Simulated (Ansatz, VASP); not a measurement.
# Al: VASP beside Ansatz

File INCAR:

```
SYSTEM = Al
ALGO     = Normal         ! electronic algorithm
EDIFF    = 1E-8           ! SCF threshold, eV
ENCUT    = 400            ! plane-wave cutoff, eV
GGA      = CA             ! functional
GGA_COMPAT= .False.      
ISIF     = 2              ! what is computed and relaxed
ISMEAR   = -1             ! smearing method
LASPH    = .True.         ! aspherical terms in the spheres
LCHARG   = .False.        ! write CHGCAR
LEFG     = .True.       
LREAL    = .False.        ! projectors in reciprocal space
LWAVE    = .False.        ! write WAVECAR
NBANDS   = 8              ! bands
NELM     = 120            ! most SCF steps
PREC     = Accurate       ! precision mode
SIGMA    = 0.05           ! smearing width, eV
```

The input KPOINTS:

```
k-points
0
Gamma
  14 14 14
  0 0 0
```

The input POSCAR:

```
Al
1.0
    0.0000000000      1.9966255657      1.9966255657
    1.9966255657      0.0000000000      1.9966255657
    1.9966255657      1.9966255657      0.0000000000
Al
1
Direct
    0.0000000000      0.0000000000      0.0000000000
```

Input for Ansatz:

```yaml
crystal:
  lattice:
    - [0.0, 1.9966255657, 1.9966255657]
    - [1.9966255657, 0.0, 1.9966255657]
    - [1.9966255657, 1.9966255657, 0.0]
  atoms:
    - { symbol: Al, position: [0.0, 0.0, 0.0] }
kpoints:
  mp_grid: { grid: [14, 14, 14] }
scf:
  occupations: { method: fermi_dirac, width: 0.05 }
hamiltonian:
  xc: lda
  pseudopotentials: { kind: paw }
output:
  forces: true
  stress: true
  eigenvalues: true
  efg: { contact_densities: true }
  write_density: true
  write_potential: true
  elf: true
  volumetric_format: npy
```

Change from the starting cell: functional lda, volume scaled by 0.96, PAW files.

Alike in both runs: task electric field gradients; functional LDA; k mesh 14 × 14 × 14; occupations fermi-dirac, width 0.05 eV; no spin polarisation.

|  | VASP | Ansatz |
| --- | --- | --- |
| version | VASP 6.6.1 | Ansatz 0.2.0 |
| potentials or method | VASP PAW LDA potentials, release 64 (Al) | PAW with Ansatz's default frozen-core files, scalar-relativistic |
| plane-wave cutoff (eV) | 400 | 420 |
| valence electrons in the cell | 3 | 3 |

```tsv
	VASP	Ansatz	Ansatz less VASP
pressure (GPa)	-0.8	-0.8	-0.05
```

LDA's correlation is that of Perdew and Zunger in VASP and of Perdew and Wang (1992) in Ansatz.
